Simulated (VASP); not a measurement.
A run of VASP 6.6.1 is set up as follows.

POSCAR

```
Ta
1.0
   -1.6549278100      1.6549278100      1.6549278100
    1.6549278100     -1.6549278100      1.6549278100
    1.6549278100      1.6549278100     -1.6549278100
Ta
1
Direct
    0.0000000000      0.0000000000      0.0000000000
```

File INCAR.step1:

```
PREC = Accurate
ENCUT = 600
ISMEAR = 0
SIGMA = 0.1
LREAL = F
LASPH = T
NELM = 80
GGA = PE
ALGO = Normal
EDIFF = 1E-4
LWAVE = T
LCHARG = F
```

The input INCAR.step2:

```
PREC = Accurate
ENCUT = 600
EDIFF = 1E-6
ISMEAR = 0
SIGMA = 0.1
LREAL = F
LASPH = T
NELM = 80
ALGO = Normal
ISIF = 3
LWAVE = F
LCHARG = F
METAGGA = R2SCAN
LMIXTAU = T
IBRION = 2
NSW = 100
EDIFFG = -0.002
ISTART = 1
```

The input KPOINTS:

```
Automatic mesh
0
Gamma
  14 14 14
```

Potentials or basis: VASP PAW PBE potentials, release 64 (Ta_pv).

Command:

```sh
$ cat potpaw_PBE.64/Ta_pv/POTCAR > POTCAR
$ cp INCAR.step1 INCAR
$ mpirun -np 1 vasp_std > vasp.out
$ cp INCAR.step2 INCAR
$ mpirun -np 1 vasp_std > vasp.out
```

Question: What does it give for the relaxed volume?

Answer: 18.06 Å³/atom.

Question: What does it give for the band gap on the k mesh?

Answer: Zero (an odd number of electrons rules out a gap without spin polarisation).

Final structure:
```
Ta
1.0
    -1.65286    1.65286    1.65286
     1.65286   -1.65286    1.65286
     1.65286    1.65286   -1.65286
Ta
1
Direct
  0.00000 0.00000 0.00000
```

Caveat: the PAW data sets were made with another functional, which shifts forces and pressure a little; spin-orbit coupling is left out, which moves the levels of the heavy elements.
